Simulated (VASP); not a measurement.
# CaO in VASP: a series of runs

CaO is run at these levels: PBE; tasks: electric field gradients.

Everything below comes from runs of VASP 6.6.1. Logs are shortened: lines on timing, memory, paths and dates and some standing lists are left out, and cuts for length are marked.

### 1 The cell of the first run

Symmetry: I4/mmm, No. 139, tetragonal system. The conventional cell has a = 3.429 Å, b = 3.429 Å, c = 4.996 Å, α = 90.00°, β = 90.00°, γ = 90.00°. Ca (site symmetry 4/mmm) has 6 O at 2.42 to 2.50 Å within 3.2 Å. O (site symmetry 4/mmm) has 6 Ca at 2.42 to 2.50 Å within 3.2 Å.

### 2 Electric field gradients, PBE (z stretched by +2 % at fixed volume)

File INCAR:

```
SYSTEM = CaO
PREC = Accurate ; ENCUT = 520
EDIFF = 1E-8 ; ISMEAR = -1
SIGMA = 0.02 ; LREAL = .FALSE.
LASPH = .TRUE. ; NELM = 80
ALGO = Normal ; ISIF = 2
LWAVE = .FALSE. ; LCHARG = .FALSE.
GGA = PE ; LEFG = .TRUE.
NBANDS = 15
```

File KPOINTS:

```
regular mesh
0
G
  11 11 11
  0 0 0
```

File POSCAR:

```
CaO
1.0
    0.0000000000      2.4248713328      2.4979800000
    2.4248713328      0.0000000000      2.4979800000
    2.4248713328      2.4248713328      0.0000000000
Ca O
1 1
Direct
    0.0000000000      0.0000000000      0.0000000000
    0.5000000000      0.5000000000      0.5000000000
```

Potentials or basis: VASP PAW PBE potentials, release 64 (Ca_sv, O).

Launch:

```bash
$ cat potpaw_PBE.64/Ca_sv/POTCAR potpaw_PBE.64/O/POTCAR > POTCAR
$ mpirun -np 1 vasp_std > vasp.out
```

OUTCAR:

```text
SYSTEM = CaO
   PREC = Accurate
   ENCUT = 520
   EDIFF = 1E-8
   ISMEAR = -1
   LREAL = .FALSE.
   LASPH = .TRUE.
   NELM = 80
   ISIF = 2
   GGA = PE

 ion  position               nearest neighbor table
   1  0.000  0.000  0.000-   2 2.42   2 2.42   2 2.42   2 2.42   2 2.50   2 2.50
   2  0.500  0.500  0.500-   1 2.42   1 2.42   1 2.42   1 2.42   1 2.50   1 2.50

  LATTYP: Found a body centered tetragonal cell.
 ALAT       =     3.4292859259
 C/A-ratio  =     1.4568513994

  Lattice vectors:

 A1 = (  -2.4248713328,   0.0000000000,   2.4979800000)
 A2 = (   2.4248713328,   0.0000000000,   2.4979800000)
 A3 = (   0.0000000000,   2.4248713328,  -2.4979800000)

Analysis of symmetry for initial positions (statically):
=====================================================================
 Subroutine PRICEL returns:
 Original cell was already a primitive cell.

 Routine SETGRP: Setting up the symmetry group for a
 body centered tetragonal supercell.

 Subroutine GETGRP returns: Found 16 space group operations
 (whereof 16 operations were pure point group operations)
 out of a pool of 16 trial point group operations.

The static configuration has the point symmetry D_4h.

Analysis of symmetry for dynamics (positions and initial velocities):
=====================================================================
 Subroutine PRICEL returns:
 Original cell was already a primitive cell.

 Routine SETGRP: Setting up the symmetry group for a
 body centered tetragonal supercell.

 Subroutine GETGRP returns: Found 16 space group operations
 (whereof 16 operations were pure point group operations)
 out of a pool of 16 trial point group operations.

The dynamic configuration has the point symmetry D_4h.

 Subroutine INISYM returns: Found 16 space group operations
 (whereof 16 operations are pure point group operations),
 and found     1 'primitive' translations

----------------------------------------------------------------------------------------

                                     Primitive cell

  volume of cell :      29.3762

  direct lattice vectors                    reciprocal lattice vectors
     0.000000000  2.424871333  2.497980000    -0.206196508  0.206196508  0.200161731
     2.424871333  0.000000000  2.497980000     0.206196508 -0.206196508  0.200161731
     2.424871333  2.424871333  0.000000000     0.206196508  0.206196508 -0.200161731

  length of vectors
     3.481365402  3.481365402  3.429285926     0.353692971  0.353692971  0.353692971

  position of ions in fractional coordinates (direct lattice)
     0.000000000  0.000000000  0.000000000
     0.500000000  0.500000000  0.500000000

  ion indices of the primitive-cell ions
   primitive index   ion index
                 1           1
                 2           2

----------------------------------------------------------------------------------------

 KPOINTS: regular mesh

Automatic generation of k-mesh.
 Grid dimensions read from file:
 generate k-points for:   11   11   11

 Generating k-lattice:

  Cartesian coordinates                     Fractional coordinates (reciprocal lattice)
    -0.018745137  0.018745137  0.018196521     0.090909091  0.000000000  0.000000000
     0.018745137 -0.018745137  0.018196521     0.000000000  0.090909091  0.000000000
     0.018745137  0.018745137 -0.018196521     0.000000000  0.000000000  0.090909091

  Length of vectors
     0.032153906  0.032153906  0.032153906

  Shift w.r.t. Gamma in fractional coordinates (k-lattice)
     0.000000000  0.000000000  0.000000000

 Subroutine IBZKPT returns following result:
 ===========================================

 Found    126 irreducible k-points:

 Following reciprocal coordinates:
            Coordinates               Weight
  0.000000  0.000000  0.000000      1.000000
  0.090909 -0.000000  0.000000      8.000000
  0.181818  0.000000  0.000000      8.000000
  0.272727 -0.000000  0.000000      8.000000
  0.363636 -0.000000  0.000000      8.000000
  0.454545 -0.000000  0.000000      8.000000
[... 16 lines left out ...]
 -0.272727  0.181818  0.000000      8.000000
 -0.181818  0.181818  0.000000      4.000000
 [... further k-points ...]
   k-points           NKPTS =    126   k-points in BZ     NKDIM =    126   number of bands    NBANDS=     15
   number of dos      NEDOS =    301   number of ions     NIONS =      2
   total plane-waves  NPLWV =  21952
   dimension x,y,z NGX =    28 NGY =   28 NGZ =   28
   dimension x,y,z NGXF=    56 NGYF=   56 NGZF=   56
   ions per type =               1   1
   NGX,Y,Z   is equivalent  to a cutoff of  13.37, 13.37, 13.57 a.u.
   NGXF,Y,Z  is equivalent  to a cutoff of  26.74, 26.74, 27.15 a.u.
 SYSTEM =  CaO
   PREC   = accura    normal or accurate (medium, high low for compatibility)
   ISTART =      0    job   : 0-new  1-cont  2-samecut
   ICHARG =      2    charge: 1-file 2-atom 10-const
   ISPIN  =      1    spin polarized calculation?
   LNONCOLLINEAR =      F non collinear calculations
   LSORBIT =      F    spin-orbit coupling
   LASPH  =      T    aspherical Exc in radial PAW
   ENCUT  =  520.0 eV  38.22 Ry    6.18 a.u.   6.47  6.47  6.38*2*pi/ulx,y,z
   NELM   =     80;   NELMIN=  2; NELMDL= -5     # of ELM steps
   EDIFF  = 0.1E-07   stopping-criterion for ELM
   LREAL  =      F    real-space projection
   EDIFFG = 0.1E-06   stopping-criterion for IOM
   NSW    =      0    number of steps for IOM
   IBRION =     -1    ionic relax: 0-MD 1-quasi-New 2-CG
   NFREE  =      0    steps in history (QN), initial steepest desc. (CG)
   ISIF   =      2    stress and relaxation
   ISYM   =      2    0-nonsym 1-usesym 2-fastsym
   POTIM  = 0.5000    time-step for ionic-motion
   TEBEG  =    0.0;   TEEND  =   0.0 temperature during run
   PSTRESS=    0.0 pullay stress
   NELECT =      16.0000    total number of electrons
   NUPDOWN=      -1.0000    fix difference up-down
   EMIN   =  10.00;   EMAX   =-10.00  energy-range for DOS
   EFERMI =   0.00;   METHOD = LEGACY
   ISMEAR =    -1;   SIGMA  =   0.02  broadening in eV -4-tet -1-fermi 0-gaus
   EFERMI_NEDOS =   21; number of points for ismear=-14 and -15
   IALGO  =     38    algorithm
   IMIX   =      4    mixing-type and parameters
     AMIX     =   0.40;   BMIX     =  1.00
     AMIX_MAG =   1.60;   BMIX_MAG =  1.00
  volume/ion in A,a.u.               =      14.69        99.12
  Fermi-wavevector in a.u.,A,eV,Ry     =   1.336953  2.526474 24.319632  1.787443
  Thomas-Fermi vector in A             =   2.465539
   LORBIT       =      0    0 simple, 1 ext, 2 COOP (PROOUT), +10 PAW based schemes
   GGA     = PE    functional components
   LHFCALC =     F    Hartree Fock is set to
   AEXX    =    0.0000 exact exchange contribution
   IVDW    =     0    specifies the selected vdW correction
   LEPSILON=     F    determine dielectric tensor
   LRPA    =     F    only Hartree local field effects (RPA)
 non-spin polarized calculation
  energy-cutoff  :      520.00
  volume of cell :       29.38
 maximum number of plane-waves:       806
 NGX is ok and might be reduce to    28
   NGX = 13   NGY = 13   NGZ = 13

 number of electron      16.0000003 magnetization

 Free energy of the ion-electron system (eV)
  ---------------------------------------------------
  ext. energy  EPLUGINS =         0.00000000
  ---------------------------------------------------
  free energy    TOTEN  =       -12.78882344 eV

  energy without entropy =      -12.78882344  energy(sigma->0) =      -12.78882344

 E-fermi :   2.4434     XC(G=0): -10.2014

 val. band max:        2.0561310427   @ k =   0.0000   0.0000   0.0000
 cond. band min:       5.6955698278   @ k =   0.4545   0.0000   0.4545
 fundamental gap:      3.6394387850
 Fermi energy:         2.4434421129

 k-point     1 :       0.0000    0.0000    0.0000
  band No.  band energies     occupation
      1     -35.8306      2.00000
      2     -16.6501      2.00000
      3     -16.6224      2.00000
      4     -16.6224      2.00000
      5     -13.3881      2.00000
      6       2.0023      2.00000
      7       2.0561      2.00000
      8       2.0561      2.00000
      9       6.2825      0.00000
     10       7.9999      0.00000
     11       8.1886      0.00000
     12       8.1886      0.00000
     13       9.4342      0.00000
     14       9.6573      0.00000
     15      16.7629      0.00000

 k-point     2 :       0.0909   -0.0000    0.0000
  band No.  band energies     occupation
      1     -35.8243      2.00000
      2     -16.7206      2.00000
      3     -16.6451      2.00000
      4     -16.6251      2.00000
      5     -13.2928      2.00000
      6       1.7404      2.00000
      7       1.9195      2.00000
      8       1.9492      2.00000
      9       6.6591      0.00000
     10       8.0559      0.00000
     11       8.2397      0.00000
     12       8.3152      0.00000
     13       9.6138      0.00000
     14       9.8427      0.00000
     15      17.0629      0.00000

 k-point     3 :       0.1818    0.0000    0.0000
  band No.  band energies     occupation
      1     -35.8074      2.00000
      2     -16.9355      2.00000
      3     -16.6595      2.00000
      4     -16.6323      2.00000
      5     -13.0570      2.00000
      6       1.0922      2.00000
      7       1.6585      2.00000
      8       1.6818      2.00000
      9       7.5366      0.00000
     10       8.0937      0.00000
     11       8.5885      0.00000
     12       8.6702      0.00000
     13      10.0923      0.00000
     14      10.3358      0.00000
     15      17.5395      0.00000
[... 343 lines left out ...]
 k-point    23 :      -0.2727    0.1818    0.0000
  band No.  band energies     occupation
      1     -35.7586      2.00000
      2     -17.3135      2.00000
      3     -16.8119      2.00000
      4     -16.6458      2.00000
      5     -12.5911      2.00000
      6       0.0389      2.00000
      7       1.0321      2.00000
      8       1.2143      2.00000
      9       8.2469      0.00000
     10       8.9414      0.00000
     11       9.5135      0.00000
     12      10.0007      0.00000
     13      11.9163      0.00000
     14      11.9830      0.00000
     15      16.5425      0.00000

 k-point    24 :      -0.1818    0.1818    0.0000
  band No.  band energies     occupation
      1     -35.7769      2.00000
      2     -17.1928      2.00000
      3     -16.7658      2.00000
      4     -16.6297      2.00000
      5     -12.7269      2.00000
      6       0.3274      2.00000
      7       1.1934      2.00000
      8       1.4623      2.00000
      9       8.0032      0.00000
     10       8.4030      0.00000
     11       9.0591      0.00000
     12       9.7261      0.00000
     13      11.0328      0.00000
     14      11.4696      0.00000
     15      17.4060      0.00000

 [... further k-points ...]

------------------------ aborting loop because EDIFF is reached ----------------------------------------

  FORCE on cell =-STRESS in cart. coord.  units (eV):
  Direction    XX          YY          ZZ          XY          YZ          ZX
  --------------------------------------------------------------------------------------
  -------------------------------------------------------------------------------------
  Total       -0.4137901     -0.4137901     -1.0151657      0.0000000      0.0000000      0.0000000
  in kB      -22.5680654    -22.5680654    -55.3670222      0.0000000      0.0000000      0.0000000
  external PRESSURE =     -33.5010510 kB  Pullay stress =       0.0000000 kB

 VOLUME and BASIS-vectors are now :
 -----------------------------------------------------------------------------
  energy-cutoff  :      520.00
  volume of cell :       29.38
      direct lattice vectors                 reciprocal lattice vectors
     0.000000000  2.424871333  2.497980000    -0.206196508  0.206196508  0.200161731
     2.424871333  0.000000000  2.497980000     0.206196508 -0.206196508  0.200161731
     2.424871333  2.424871333  0.000000000     0.206196508  0.206196508 -0.200161731

 POSITION                                       TOTAL-FORCE (eV/Angst)
 -----------------------------------------------------------------------------------
      0.00000      0.00000      0.00000         0.000000      0.000000      0.000000
      2.42487      2.42487      2.49798        -0.000000     -0.000000      0.000000
 -----------------------------------------------------------------------------------
    total drift:                                0.000000      0.000000      0.000000

  FREE ENERGIE OF THE ION-ELECTRON SYSTEM (eV)
  ---------------------------------------------------
  free  energy   TOTEN  =       -12.7888234428 eV

  energy  without entropy=      -12.7888234428  energy(sigma->0) =      -12.78882344

 Electric field gradients (V/A^2)
---------------------------------------------------------------------
 ion       V_xx      V_yy      V_zz      V_xy      V_xz      V_yz
---------------------------------------------------------------------
   1      -6.875    -6.875    13.750    -0.000    -0.000    -0.000
   2      -3.988    -3.988     7.975    -0.003    -0.002    -0.002
---------------------------------------------------------------------

 Electric field gradients after diagonalization (V/A^2)
 (convention: |V_zz| > |V_xx| > |V_yy|)
----------------------------------------------------------------------
 ion       V_xx      V_yy      V_zz     asymmetry (V_yy - V_xx)/ V_zz
----------------------------------------------------------------------
   1      -6.875    -6.875    13.750       0.000
   2      -3.990    -3.985     7.975       0.001
----------------------------------------------------------------------

           NMR quadrupolar parameters

 Cq : quadrupolar parameter    Cq=e*Q*V_zz/h
 eta: asymmetry parameters     (V_yy - V_xx)/ V_zz
 Q  : nuclear electric quadrupole moment in mb (millibarn)
----------------------------------------------------------------------
 ion       Cq(MHz)       eta       Q (mb)
----------------------------------------------------------------------
   1       0.033       0.000       1.000
   2       0.019       0.001       1.000
----------------------------------------------------------------------
```

Wall time 40 s (1 thread of AMD EPYC 9R45 (Zen 5), shared host); peak memory 0.17 GiB.

What came out:

```
Free energy            : -12.7888 eV
Pressure               : -3.4 GPa
Band gap on the k mesh : 3.64 eV, indirect (least direct gap 4.04 eV)
```

Stress tensor (GPa, compression positive):
```
-2.26  0.00  0.00
 0.00 -2.26  0.00
 0.00  0.00 -5.54
```

Electric field gradients, principal values (V/Å²):
```tsv
atom	least	middle	greatest (by size)
1 Ca	-6.875	-6.875	13.750
2 O	-3.985	-3.990	7.975
```

Caveat: without QUAD_EFG the Cq values of the log hold for a quadrupole moment of 1 mb, not for the nuclei. A k mesh can miss the band edges.

(Continued in part 2 of 3.)
